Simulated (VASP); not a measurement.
# Zr (P6_3/mmc) in VASP: notebook

The runs below take Zr through single point, with PBE0, HSE06.

Program: VASP 6.6.1. These are calculated values, not measurements. Logs are shortened: lines on timing, memory, paths and dates and some standing lists are left out, and cuts for length are marked.

### 1 The cell of the first run

Symmetry: P6_3/mmc, No. 194, hexagonal system. Conventional cell: a = 3.295 Å, b = 3.295 Å, c = 5.248 Å, α = 90.00°, β = 90.00°, γ = 120.00°. Zr (site symmetry -6m2) has 12 Zr at 3.24 to 3.30 Å within 4.3 Å.

### 2 Single point, PBE0

POSCAR

```
Zr
1.0
    3.2953886421      0.0000000000      0.0000000000
   -1.6476943210      2.8538902793      0.0000000000
    0.0000000000      0.0000000000      5.2479471970
Zr
2
Direct
    0.6666666667      0.3333333333      0.7500000000
    0.3333333333      0.6666666667      0.2500000000
```

INCAR.step1

```
SYSTEM = Zr
ALGO = Normal
EDIFF = 1E-5
ENCUT = 400
GGA = PE
GGA_COMPAT = .FALSE.
ISIF = 2
ISMEAR = -1
LASPH = .TRUE.
LREAL = .FALSE.
LWAVE = .TRUE.
NBANDS = 19
NELM = 120
PREC = Accurate
SIGMA = 0.05
```

INCAR.step2

```
SYSTEM = Zr
AEXX = 0.25
ALGO = Normal
EDIFF = 1E-6
ENCUT = 400
GGA = PE
GGA_COMPAT = .FALSE.
ISIF = 2
ISMEAR = -1
ISTART = 1
LASPH = .TRUE.
LCHARG = .TRUE.
LELF = .TRUE.
LHFCALC = .TRUE.
LREAL = .FALSE.
LVHAR = .TRUE.
LWAVE = .FALSE.
NBANDS = 19
NELM = 120
PREC = Accurate
PRECFOCK = Normal
SIGMA = 0.05
```

KPOINTS

```
k-points
0
G
  6 6 4
  0 0 0
```

Potentials or basis: VASP PAW PBE potentials, release 64 (Zr_sv).

On the command line:

```bash
$ cat potpaw_PBE.64/Zr_sv/POTCAR > POTCAR
$ cp INCAR.step1 INCAR
$ mpirun -np 1 vasp_std > vasp.out
$ cp INCAR.step2 INCAR
$ mpirun -np 1 vasp_std > vasp.out
```

OUTCAR:

```text
SYSTEM = Zr
   AEXX = 0.25
   EDIFF = 1E-6
   ENCUT = 400
   GGA = PE
   ISIF = 2
   ISMEAR = -1
   ISTART = 1
   LASPH = .TRUE.
   LHFCALC = .TRUE.
   LREAL = .FALSE.
   NELM = 120
   PREC = Accurate
   PRECFOCK = Normal

 ion  position               nearest neighbor table
   1  0.667  0.333  0.750-   2 3.24   2 3.24   2 3.24   2 3.24   2 3.24   2 3.24
   2  0.333  0.667  0.250-   1 3.24   1 3.24   1 3.24   1 3.24   1 3.24   1 3.24

  LATTYP: Found a hexagonal cell.
 ALAT       =     3.2953886421
 C/A-ratio  =     1.5925123762

  Lattice vectors:

 A1 = (   3.2953886421,   0.0000000000,   0.0000000000)
 A2 = (  -1.6476943210,   2.8538902793,   0.0000000000)
 A3 = (   0.0000000000,   0.0000000000,   5.2479471970)

Analysis of symmetry for initial positions (statically):
=====================================================================
 Subroutine PRICEL returns:
 Original cell was already a primitive cell.

 Routine SETGRP: Setting up the symmetry group for a
 hexagonal supercell.

 Subroutine GETGRP returns: Found 24 space group operations
 (whereof 12 operations were pure point group operations)
 out of a pool of 24 trial point group operations.

The static configuration has the point symmetry D_3d.
 The point group associated with its full space group is D_6h.

Analysis of symmetry for dynamics (positions and initial velocities):
=====================================================================
 Subroutine PRICEL returns:
 Original cell was already a primitive cell.

 Routine SETGRP: Setting up the symmetry group for a
 hexagonal supercell.

 Subroutine GETGRP returns: Found 24 space group operations
 (whereof 12 operations were pure point group operations)
 out of a pool of 24 trial point group operations.

The dynamic configuration has the point symmetry D_3d.
 The point group associated with its full space group is D_6h.

 Subroutine INISYM returns: Found 24 space group operations
 (whereof 12 operations are pure point group operations),
 and found     1 'primitive' translations

----------------------------------------------------------------------------------------

                                     Primitive cell

  volume of cell :      49.3553

  direct lattice vectors                    reciprocal lattice vectors
     3.295388642  0.000000000  0.000000000     0.303454344  0.175199447  0.000000000
    -1.647694321  2.853890279  0.000000000     0.000000000  0.350398895  0.000000000
[... 87 lines left out ...]
   ISIF   =      2    stress and relaxation
   ISYM   =      3    0-nonsym 1-usesym 2-fastsym
   POTIM  = 0.5000    time-step for ionic-motion
   TEBEG  =    0.0;   TEEND  =   0.0 temperature during run
   PSTRESS=    0.0 pullay stress
   NELECT =      24.0000    total number of electrons
   NUPDOWN=      -1.0000    fix difference up-down
   EMIN   =  10.00;   EMAX   =-10.00  energy-range for DOS
   EFERMI =   0.00;   METHOD = LEGACY
   ISMEAR =    -1;   SIGMA  =   0.05  broadening in eV -4-tet -1-fermi 0-gaus
   EFERMI_NEDOS =   21; number of points for ismear=-14 and -15
   IALGO  =     38    algorithm
   IMIX   =      1    mixing-type and parameters
     AMIX     =   0.40;   BMIX     =  1.00
     AMIX_MAG =   1.60;   BMIX_MAG =  1.00
  volume/ion in A,a.u.               =      24.68       166.53
  Fermi-wavevector in a.u.,A,eV,Ry     =   1.287362  2.432762 22.548959  1.657302
  Thomas-Fermi vector in A             =   2.419381
   LORBIT       =      0    0 simple, 1 ext, 2 COOP (PROOUT), +10 PAW based schemes
   GGA     = PE    functional components
   LHFCALC =     T    Hartree Fock is set to
   PRECFOCK=normal    Normal, Fast or Accurate (Low or Medium for compatibility)
   ENCUT4O =  -1.0   cutoff for four orbital integrals eV
   NKREDX  =     1    reduce k-point grid by
   NKREDY  =     1    reduce k-point grid by
   NKREDZ  =     1    reduce k-point grid by
   AEXX    =    0.2500 exact exchange contribution
   HFSCREEN=    0.0000 screening length (either q_TF or 0.3 A-1)
   HFSCREENC=   0.0000 screening length for correlation (either q_TF or 0.3 A-1)
   ENCUTFOCK=  -1.0 apply spherical cutoff to Coloumb kernel
   IVDW    =     0    specifies the selected vdW correction
   LEPSILON=     F    determine dielectric tensor
   LRPA    =     F    only Hartree local field effects (RPA)
 non-spin polarized calculation
  energy-cutoff  :      400.00
  volume of cell :       49.36
 maximum number of plane-waves:       911
 NGX is ok and might be reduce to    24
  NGX = 18; NGY = 18; NGZ = 28

 number of electron      23.9999999 magnetization

 Free energy of the ion-electron system (eV)
  ---------------------------------------------------
  ext. energy  EPLUGINS =         0.00000000
  ---------------------------------------------------
  free energy    TOTEN  =       -21.60239551 eV

  energy without entropy =      -21.60178531  energy(sigma->0) =      -21.60209041

 E-fermi :   8.5332     XC(G=0):  -8.5367

 val. band max:        8.2718177235   @ k =   0.1667   0.0000   0.2500
 cond. band min:       8.7866500445   @ k =   0.3333   0.3333   0.2500
 fundamental gap:      0.5148323210
 Fermi energy:         8.5332279762

 k-point     1 :       0.0000    0.0000    0.0000
  band No.  band energies     occupation
      1     -44.7290      2.00000
      2     -44.5920      2.00000
      3     -21.8248      2.00000
      4     -20.9714      2.00000
      5     -20.9714      2.00000
      6     -20.8840      2.00000
[... 439 lines left out ...]
      6     -21.3409      2.00000
[... 11 lines left out ...]
     18      13.5580      0.00000
     19      17.0392      0.00000

------------------------ aborting loop because EDIFF is reached ----------------------------------------

  FORCE on cell =-STRESS in cart. coord.  units (eV):
  Direction    XX          YY          ZZ          XY          YZ          ZX
  --------------------------------------------------------------------------------------
  -------------------------------------------------------------------------------------
  Total       -1.4050397     -1.4050397     -1.7821139     -0.0000000      0.0000000     -0.0000000
  in kB      -45.6106019    -45.6106018    -57.8512384     -0.0000000      0.0000000     -0.0000000
  external PRESSURE =     -49.6908140 kB  Pullay stress =       0.0000000 kB

 VOLUME and BASIS-vectors are now :
 -----------------------------------------------------------------------------
  energy-cutoff  :      400.00
  volume of cell :       49.36
      direct lattice vectors                 reciprocal lattice vectors
     3.295388642  0.000000000  0.000000000     0.303454344  0.175199447  0.000000000
    -1.647694321  2.853890279  0.000000000     0.000000000  0.350398895  0.000000000
     0.000000000  0.000000000  5.247947197     0.000000000  0.000000000  0.190550698

 POSITION                                       TOTAL-FORCE (eV/Angst)
 -----------------------------------------------------------------------------------
      1.64769      0.95130      3.93596         0.000000      0.000000      0.000000
     -0.00000      1.90259      1.31199        -0.000000      0.000000      0.000000
 -----------------------------------------------------------------------------------
    total drift:                               -0.000000      0.000001     -0.000000

  FREE ENERGIE OF THE ION-ELECTRON SYSTEM (eV)
  ---------------------------------------------------
  free  energy   TOTEN  =       -21.6023955104 eV

  energy  without entropy=      -21.6017853076  energy(sigma->0) =      -21.60209041
```

OUTCAR.step1:

```text
SYSTEM = Zr
   EDIFF = 1E-5
   ENCUT = 400
   GGA = PE
   ISIF = 2
   ISMEAR = -1
   LASPH = .TRUE.
[... 680 lines left out ...]
      1.64769      0.95130      3.93596         0.000000      0.000000      0.000000
     -0.00000      1.90259      1.31199        -0.000000      0.000000      0.000000
 -----------------------------------------------------------------------------------
    total drift:                               -0.000000      0.000000     -0.000000

  FREE ENERGIE OF THE ION-ELECTRON SYSTEM (eV)
  ---------------------------------------------------
  free  energy   TOTEN  =       -17.0007148890 eV

  energy  without entropy=      -16.9779501399  energy(sigma->0) =      -16.98933251
```

OSZICAR.step1:

```text
N       E                     dE             d eps       ncg     rms          rms(c)
DAV:   1     0.178110222821E+03    0.17811E+03   -0.11773E+04   806   0.103E+03
DAV:   2    -0.419800474373E+01   -0.18231E+03   -0.17935E+03   937   0.330E+02
DAV:   3    -0.174898581174E+02   -0.13292E+02   -0.13216E+02  1454   0.608E+01
DAV:   4    -0.177795806051E+02   -0.28972E+00   -0.28944E+00   946   0.982E+00
DAV:   5    -0.177873079413E+02   -0.77273E-02   -0.77244E-02  1191   0.111E+00    0.128E+01
DAV:   6    -0.171266146118E+02    0.66069E+00   -0.10395E+00   851   0.746E+00    0.486E+00
DAV:   7    -0.169955068470E+02    0.13111E+00   -0.62350E-01  1083   0.505E+00    0.112E+00
DAV:   8    -0.170005957790E+02   -0.50889E-02   -0.38848E-02  1042   0.139E+00    0.250E-01
DAV:   9    -0.170007550682E+02   -0.15929E-03   -0.16964E-03  1004   0.349E-01    0.332E-02
DAV:  10    -0.170007146308E+02    0.40437E-04   -0.45002E-05   938   0.358E-02    0.236E-02
DAV:  11    -0.170007148890E+02   -0.25819E-06   -0.87546E-06   507   0.325E-02
   1 F= -.17000715E+02 E0= -.16989333E+02  d E =-.227647E-01
```

It took 52 min on 1 thread of Intel Xeon Platinum 8375C at 2.90GHz (Ice Lake), shared host; peak memory 0.17 GiB.

What came out:

```yaml
Free_energy: -21.6024 eV
Pressure: -5.0 GPa
Band_gap_on_the_k_mesh: zero (bands 12 and 13 overlap by 2.16 eV)
```

Stress tensor (GPa, compression positive):
```
-4.56  0.00  0.00
 0.00 -4.56  0.00
 0.00  0.00 -5.79
```

Levels at points of the mesh, in eV from the Fermi level:
| k point | band 9 | band 10 | band 11 | band 12 | band 13 | band 14 | band 15 | band 16 |
| --- | --- | --- | --- | --- | --- | --- | --- | --- |
| (0.00, 0.00, 0.00) | -7.19 | -3.95 | 0.61 | 1.35 | 1.35 | 1.64 | 2.26 | 2.26 |
| (0.50, 0.00, 0.00) | -3.52 | -3.37 | -2.85 | -1.26 | 1.22 | 1.28 | 2.05 | 5.57 |
| (0.00, 0.00, 0.50) | -5.29 | -5.29 | -0.33 | -0.33 | 1.35 | 1.35 | 1.35 | 1.35 |
| (0.50, 0.00, 0.50) | -3.69 | -3.69 | -1.61 | -1.61 | 1.62 | 1.62 | 2.93 | 2.93 |

Caveat: the k points lie up to 0.37 Å⁻¹ apart, too coarse for converged energies and pressures of a metal; the PAW data sets were made with another functional, which shifts forces and pressure a little.

### 3 Single point, HSE06, non-collinear spin, zero start, spin-orbit coupling

This run uses another cell than the first one, of 23.28 Å³/atom.

POSCAR

```
Zr
1.0
    3.2320000000      0.0000000000      0.0000000000
   -1.6160000000      2.7989941050      0.0000000000
    0.0000000000      0.0000000000      5.1470000000
Zr
2
Direct
    0.6666666667      0.3333333333      0.7500000000
    0.3333333333      0.6666666667      0.2500000000
```

INCAR.step1

```
SYSTEM = Zr
ALGO = Normal
EDIFF = 1E-5
ENCUT = 520
GGA = PE
GGA_COMPAT = .False.
ISIF = 2
ISMEAR = -1
LASPH = .True.
LCHARG = .False.
LMAXMIX = 4
LORBIT = 11
LORBMOM = .True.
LREAL = .False.
LSORBIT = .True.
LWAVE = .True.
MAGMOM = 0 0 0 0 0 0
NBANDS = 36
NELM = 150
PREC = Accurate
SIGMA = 0.05
```

INCAR.step2

```
SYSTEM = Zr
ALGO = Normal
EDIFF = 1E-6
ENCUT = 520
GGA = PE
GGA_COMPAT = .False.
HFSCREEN = 0.2079
ISIF = 2
ISMEAR = -1
ISTART = 1
LASPH = .True.
LCHARG = .False.
LHFCALC = .True.
LMAXMIX = 4
LORBIT = 11
LORBMOM = .True.
LREAL = .False.
LSORBIT = .True.
LWAVE = .False.
MAGMOM = 0 0 0 0 0 0
NBANDS = 36
NELM = 150
PREC = Accurate
PRECFOCK = Normal
SIGMA = 0.05
```

KPOINTS

```
k-points
0
Gamma
  4 4 2
  0 0 0
```

Potentials or basis: VASP PAW PBE potentials, release 64 (Zr_sv).

On the command line:

```bash
$ cat potpaw_PBE.64/Zr_sv/POTCAR > POTCAR
$ cp INCAR.step1 INCAR
$ mpirun -np 1 vasp_ncl > vasp.out
$ cp INCAR.step2 INCAR
$ mpirun -np 1 vasp_ncl > vasp.out
```

Run time: 1.6 h. Hardware: 1 thread of AMD EPYC 7R43 (Zen 3), shared host; peak memory 0.33 GiB.

The run converged. Its results:

- Free energy: -19.7171 eV
- Pressure: 0.9 GPa
- Net moment: 0.24 μB per cell
- Valence electrons inside the program's atomic spheres: Zr 9.75

Stress tensor (GPa, compression positive):
```
 1.94  0.00  0.00
 0.00  1.94  0.00
 0.00  0.00 -1.06
```

Moments on the atoms (μB; x, y, z):
```
Zr  0.00 0.00 0.00
Zr  0.00 0.00 0.00
```

Caveat: the k points lie up to 0.61 Å⁻¹ apart; a moment this small can come from the mesh or the smearing; the PAW data sets were made with another functional, which shifts forces and pressure a little.

The gap in the log of VASP goes by the Fermi energy; the results here count the filled bands.